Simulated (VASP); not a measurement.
# HgTe (Coloradoite) (Imm2) in VASP: single point with PBE

Aim: the single point of HgTe (Coloradoite) with PBE.

Everything below comes from runs of VASP 6.6.1. Logs are shortened: lines on timing, memory, paths and dates and some standing lists are left out, and cuts for length are marked.

## (1) The cell of the first run

The structure is orthorhombic, space group Imm2 (No. 44). The conventional cell has a = 4.546 Å, b = 4.546 Å, c = 6.429 Å, α = 90.00°, β = 90.00°, γ = 90.00°. Within 3.6 Å of Hg (site symmetry mm2) lie 4 Te at 2.76 to 2.81 Å. Within 3.6 Å of Te (site symmetry mm2) lie 4 Hg at 2.76 to 2.81 Å.

## (2) Single point, PBE

Contents of INCAR:

```
PREC = Accurate
ENCUT = 500
EDIFF = 1E-6
ISMEAR = 0
SIGMA = 0.01
LREAL = False
LASPH = True
NELM = 120
ALGO = Normal
ISIF = 2
LWAVE = False
LCHARG = False
GGA = PE
NBANDS = 16
GGA_COMPAT = False
```

Contents of KPOINTS:

```
Automatic mesh
0
Gamma
  4 4 4
```

Contents of POSCAR:

```
HgTe
1.0
    0.0000000000      3.2145000000      3.2145000000
    3.2145000000      0.0000000000      3.2145000000
    3.2145000000      3.2145000000      0.0000000000
Hg Te
1 1
Direct
    0.0000000000      0.0000000000      0.0000000000
    0.2577772593      0.2422227407      0.2422227407
```

Potentials or basis: VASP PAW PBE potentials, release 64 (Hg, Te).

Command:

```sh
> cat potpaw_PBE.64/Hg/POTCAR potpaw_PBE.64/Te/POTCAR > POTCAR
> mpirun -np 1 vasp_std > vasp.out
```

OUTCAR:

```text
PREC = Accurate
   ENCUT = 500
   EDIFF = 1E-6
   ISMEAR = 0
   LREAL = False
   LASPH = True
   NELM = 120
   ISIF = 2
   GGA = PE

 ion  position               nearest neighbor table
   1  0.000  0.000  0.000-   2 2.76   2 2.76   2 2.81   2 2.81
   2  0.258  0.242  0.242-   1 2.76   1 2.76   1 2.81   1 2.81

  LATTYP: Found a face centered cubic cell.
 ALAT       =     6.4290000000

  Lattice vectors:

 A1 = (   0.0000000000,   3.2145000000,   3.2145000000)
 A2 = (   3.2145000000,   0.0000000000,   3.2145000000)
 A3 = (   3.2145000000,   3.2145000000,   0.0000000000)

Analysis of symmetry for initial positions (statically):
=====================================================================
 Subroutine PRICEL returns:
 Original cell was already a primitive cell.

 Routine SETGRP: Setting up the symmetry group for a
 face centered cubic supercell.

 Subroutine GETGRP returns: Found  4 space group operations
 (whereof  4 operations were pure point group operations)
 out of a pool of 48 trial point group operations.

The static configuration has the point symmetry C_2v.

Analysis of symmetry for dynamics (positions and initial velocities):
=====================================================================
 Subroutine PRICEL returns:
 Original cell was already a primitive cell.

 Routine SETGRP: Setting up the symmetry group for a
 face centered cubic supercell.

 Subroutine GETGRP returns: Found  4 space group operations
 (whereof  4 operations were pure point group operations)
 out of a pool of 48 trial point group operations.

The dynamic configuration has the point symmetry C_2v.

 Subroutine INISYM returns: Found  4 space group operations
 (whereof  4 operations are pure point group operations),
 and found     1 'primitive' translations

----------------------------------------------------------------------------------------

                                     Primitive cell

  volume of cell :      66.4309

  direct lattice vectors                    reciprocal lattice vectors
     0.000000000  3.214500000  3.214500000    -0.155545186  0.155545186  0.155545186
     3.214500000  0.000000000  3.214500000     0.155545186 -0.155545186  0.155545186
     3.214500000  3.214500000  0.000000000     0.155545186  0.155545186 -0.155545186

  length of vectors
     4.545989496  4.545989496  4.545989496     0.269412165  0.269412165  0.269412165

  position of ions in fractional coordinates (direct lattice)
     0.000000000  0.000000000  0.000000000
     0.257777259  0.242222741  0.242222741

  ion indices of the primitive-cell ions
   primitive index   ion index
                 1           1
                 2           2

----------------------------------------------------------------------------------------

 KPOINTS: Automatic mesh

Automatic generation of k-mesh.
 Grid dimensions read from file:
 generate k-points for:    4    4    4

 Generating k-lattice:

  Cartesian coordinates                     Fractional coordinates (reciprocal lattice)
    -0.038886296  0.038886296  0.038886296     0.250000000  0.000000000  0.000000000
     0.038886296 -0.038886296  0.038886296     0.000000000  0.250000000  0.000000000
     0.038886296  0.038886296 -0.038886296     0.000000000  0.000000000  0.250000000

  Length of vectors
     0.067353041  0.067353041  0.067353041

  Shift w.r.t. Gamma in fractional coordinates (k-lattice)
     0.000000000  0.000000000  0.000000000

 Subroutine IBZKPT returns following result:
 ===========================================

 Found     18 irreducible k-points:

 Following reciprocal coordinates:
            Coordinates               Weight
  0.000000  0.000000  0.000000      1.000000
  0.250000  0.000000  0.000000      4.000000
  0.000000  0.250000  0.000000      4.000000
  0.500000  0.000000  0.000000      2.000000
  0.000000  0.500000  0.000000      2.000000
  0.250000  0.250000  0.000000      4.000000
[... 10 lines left out ...]
 -0.250000  0.500000  0.250000      4.000000
  0.500000  0.250000 -0.250000      2.000000
   k-points           NKPTS =     18   k-points in BZ     NKDIM =     18   number of bands    NBANDS=     16
   number of dos      NEDOS =    301   number of ions     NIONS =      2
   total plane-waves  NPLWV =  46656
   dimension x,y,z NGX =    36 NGY =   36 NGZ =   36
   dimension x,y,z NGXF=    72 NGYF=   72 NGZF=   72
   ions per type =               1   1
   NGX,Y,Z   is equivalent  to a cutoff of  13.17, 13.17, 13.17 a.u.
   NGXF,Y,Z  is equivalent  to a cutoff of  26.33, 26.33, 26.33 a.u.
 SYSTEM =  unknown system
   PREC   = accura    normal or accurate (medium, high low for compatibility)
   ISTART =      0    job   : 0-new  1-cont  2-samecut
   ICHARG =      2    charge: 1-file 2-atom 10-const
   ISPIN  =      1    spin polarized calculation?
   LNONCOLLINEAR =      F non collinear calculations
   LSORBIT =      F    spin-orbit coupling
   LASPH  =      T    aspherical Exc in radial PAW
   ENCUT  =  500.0 eV  36.75 Ry    6.06 a.u.   8.29  8.29  8.29*2*pi/ulx,y,z
   NELM   =    120;   NELMIN=  2; NELMDL= -5     # of ELM steps
   EDIFF  = 0.1E-05   stopping-criterion for ELM
   LREAL  =      F    real-space projection
   EDIFFG = 0.1E-04   stopping-criterion for IOM
   NSW    =      0    number of steps for IOM
   IBRION =     -1    ionic relax: 0-MD 1-quasi-New 2-CG
   NFREE  =      0    steps in history (QN), initial steepest desc. (CG)
   ISIF   =      2    stress and relaxation
   ISYM   =      2    0-nonsym 1-usesym 2-fastsym
   POTIM  = 0.5000    time-step for ionic-motion
   TEBEG  =    0.0;   TEEND  =   0.0 temperature during run
   PSTRESS=    0.0 pullay stress
   NELECT =      18.0000    total number of electrons
   NUPDOWN=      -1.0000    fix difference up-down
   EMIN   =  10.00;   EMAX   =-10.00  energy-range for DOS
   EFERMI =   0.00;   METHOD = LEGACY
   ISMEAR =     0;   SIGMA  =   0.01  broadening in eV -4-tet -1-fermi 0-gaus
   EFERMI_NEDOS =   21; number of points for ismear=-14 and -15
   IALGO  =     38    algorithm
   IMIX   =      4    mixing-type and parameters
     AMIX     =   0.40;   BMIX     =  1.00
     AMIX_MAG =   1.60;   BMIX_MAG =  1.00
  volume/ion in A,a.u.               =      33.22       224.15
  Fermi-wavevector in a.u.,A,eV,Ry     =   1.059357  2.001894 15.268958  1.122237
  Thomas-Fermi vector in A             =   2.194699
   LORBIT       =      0    0 simple, 1 ext, 2 COOP (PROOUT), +10 PAW based schemes
   GGA     = PE    functional components
   LHFCALC =     F    Hartree Fock is set to
   AEXX    =    0.0000 exact exchange contribution
   IVDW    =     0    specifies the selected vdW correction
   LEPSILON=     F    determine dielectric tensor
   LRPA    =     F    only Hartree local field effects (RPA)
 non-spin polarized calculation
 Gauss-broadening in eV      SIGMA  =   0.01
  energy-cutoff  :      500.00
  volume of cell :       66.43
 maximum number of plane-waves:      1708
 NGX is ok and might be reduce to    36
   NGX = 17   NGY = 17   NGZ = 17

 number of electron      18.0000000 magnetization

 Free energy of the ion-electron system (eV)
  ---------------------------------------------------
  ext. energy  EPLUGINS =         0.00000000
  ---------------------------------------------------
  free energy    TOTEN  =        -3.45398831 eV

  energy without entropy =       -3.45382712  energy(sigma->0) =       -3.45390772

 E-fermi :   3.3116     XC(G=0):  -8.8020

 val. band max:        3.3086300217   @ k =   0.0000   0.0000   0.0000
 cond. band min:       3.3146201959   @ k =   0.0000   0.0000   0.0000
 fundamental gap:      0.0059901743
 Fermi energy:         3.3116251161

 k-point     1 :       0.0000    0.0000    0.0000
  band No.  band energies     occupation
      1      -8.8039      2.00000
      2      -4.2190      2.00000
      3      -4.1783      2.00000
      4      -4.1352      2.00000
      5      -3.6328      2.00000
      6      -3.6296      2.00000
[... 8 lines left out ...]
     15      12.8285      0.00000
     16      12.8644      0.00000

 k-point     2 :       0.2500    0.0000    0.0000
  band No.  band energies     occupation
      1      -8.5149      2.00000
      2      -4.1156      2.00000
      3      -4.0654      2.00000
      4      -4.0410      2.00000
      5      -3.6374      2.00000
      6      -3.6337      2.00000
[... 8 lines left out ...]
     15      11.7694      0.00000
     16      11.7997      0.00000

 k-point     3 :       0.0000    0.2500    0.0000
  band No.  band energies     occupation
      1      -8.5275      2.00000
      2      -4.1464      2.00000
      3      -4.1103      2.00000
      4      -3.9830      2.00000
      5      -3.6341      2.00000
      6      -3.6242      2.00000
[... 8 lines left out ...]
     15      11.7940      0.00000
     16      11.8186      0.00000

 k-point     4 :       0.5000    0.0000    0.0000
  band No.  band energies     occupation
      1      -8.1950      2.00000
      2      -4.0368      2.00000
      3      -4.0155      2.00000
      4      -3.6232      2.00000
      5      -3.6067      2.00000
      6      -3.3335      2.00000
[... 8 lines left out ...]
     15      13.3048      0.00000
     16      13.4054      0.00000
[... 210 lines left out ...]
 k-point    16 :       0.0000    0.5000    0.5000
  band No.  band energies     occupation
      1      -8.0031      2.00000
      2      -4.0008      2.00000
      3      -3.8705      2.00000
      4      -3.7782      2.00000
      5      -3.5681      2.00000
      6      -3.1542      2.00000
[... 8 lines left out ...]
     15      13.5820      0.00000
     16      14.7557      0.00000

 k-point    17 :      -0.2500    0.5000    0.2500
  band No.  band energies     occupation
      1      -8.0027      2.00000
      2      -3.9502      2.00000
      3      -3.9069      2.00000
      4      -3.6824      2.00000
      5      -3.6723      2.00000
      6      -2.9790      2.00000
[... 8 lines left out ...]
     15      14.3846      0.00000
     16      14.4472      0.00000

 k-point    18 :       0.5000    0.2500   -0.2500
  band No.  band energies     occupation
      1      -8.0010      2.00000
      2      -3.9542      2.00000
      3      -3.8959      2.00000
      4      -3.6904      2.00000
      5      -3.6727      2.00000
      6      -2.9797      2.00000
[... 8 lines left out ...]
     15      14.3688      0.00000
     16      14.4740      0.00000

------------------------ aborting loop because EDIFF is reached ----------------------------------------

  FORCE on cell =-STRESS in cart. coord.  units (eV):
  Direction    XX          YY          ZZ          XY          YZ          ZX
  --------------------------------------------------------------------------------------
  -------------------------------------------------------------------------------------
  Total        2.1153597      2.1388608      2.1388608     -0.0000000      0.3863149      0.0000000
  in kB       51.0181275     51.5849257     51.5849257     -0.0000000      9.3171225      0.0000000
  external PRESSURE =      51.3959930 kB  Pullay stress =       0.0000000 kB

 VOLUME and BASIS-vectors are now :
 -----------------------------------------------------------------------------
  energy-cutoff  :      500.00
  volume of cell :       66.43
      direct lattice vectors                 reciprocal lattice vectors
     0.000000000  3.214500000  3.214500000    -0.155545186  0.155545186  0.155545186
     3.214500000  0.000000000  3.214500000     0.155545186 -0.155545186  0.155545186
     3.214500000  3.214500000  0.000000000     0.155545186  0.155545186 -0.155545186

 POSITION                                       TOTAL-FORCE (eV/Angst)
 -----------------------------------------------------------------------------------
      0.00000      0.00000      0.00000        -0.210639      0.000000      0.000000
      1.55725      1.60725      1.60725         0.210639     -0.000000     -0.000000
 -----------------------------------------------------------------------------------
    total drift:                                0.000027     -0.000000     -0.000000

  FREE ENERGIE OF THE ION-ELECTRON SYSTEM (eV)
  ---------------------------------------------------
  free  energy   TOTEN  =        -3.4539883073 eV

  energy  without entropy=       -3.4538271245  energy(sigma->0) =       -3.45390772
```

Wall time 19 s (1 thread of Intel Xeon Platinum 8259CL at 2.50GHz (Skylake/Cascade Lake), shared host); peak memory 0.21 GiB.

Results:

| Quantity | Value |
| --- | --- |
| Free energy | -3.4540 eV |
| Pressure | 5.1 GPa |
| Largest force | 0.211 eV/Å |
| Band gap on the k mesh | 0.01 eV, direct |

Forces on the atoms (eV/Å):
```
Hg  -0.211  0.000  0.000
Te   0.211  0.000  0.000
```

Levels at points of the mesh, in eV from the valence-band top:
| k point | band 6 | band 7 | band 8 | band 9 | band 10 | band 11 | band 12 | band 13 |
| --- | --- | --- | --- | --- | --- | --- | --- | --- |
| (0.00, 0.00, 0.00) | -6.94 | -0.71 | -0.03 | 0.00 | 0.01 | 4.14 | 4.17 | 4.22 |
| (0.50, 0.00, 0.00) | -6.64 | -5.69 | -1.11 | -1.00 | 0.75 | 4.91 | 5.11 | 6.88 |
| (0.00, 0.50, 0.00) | -6.60 | -5.55 | -1.06 | -0.95 | 0.63 | 4.87 | 5.07 | 6.81 |
| (0.50, 0.50, 0.00) | -6.46 | -5.55 | -2.36 | -2.35 | 1.87 | 2.42 | 8.28 | 8.91 |
| (0.00, 0.50, 0.50) | -6.46 | -5.55 | -2.36 | -2.36 | 1.86 | 2.44 | 8.28 | 8.83 |

Caveat: the k points lie up to 0.42 Å⁻¹ apart; spin-orbit coupling is left out, which moves the levels of the heavy elements.
